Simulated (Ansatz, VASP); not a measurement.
One calculation of Rh, two programs

```
Rh
1.0
     0.00000    1.90155    1.90155
     1.90155    0.00000    1.90155
     1.90155    1.90155    0.00000
Rh
1
Direct
  0.00000 0.00000 0.00000
```

Alike in both runs: task electric field gradients; functional r2SCAN; k mesh 16 × 16 × 16; occupations fermi-dirac, width 0.08 eV; no spin polarisation.

|  | VASP | Ansatz |
| --- | --- | --- |
| version | VASP 6.6.1 | Ansatz 0.2.0 |
| potentials or method | VASP PAW PBE potentials, release 64 (Rh_pv) | PAW with Ansatz's default frozen-core files, scalar-relativistic |
| plane-wave cutoff (eV) | 520 | 500 |
| valence electrons in the cell | 15 | 17 |

VASP gave:

| Property | Result |
| --- | --- |
| pressure (GPa) | 0.8 |

Task: What did Ansatz give for the same quantities?

Result: Pressure (GPa): -0.4.

VASP's potentials were made for PBE, not for r2SCAN. VASP's potentials hold 15 valence electrons a cell and Ansatz's 17, so a difference there can come from the potentials and not from the codes.
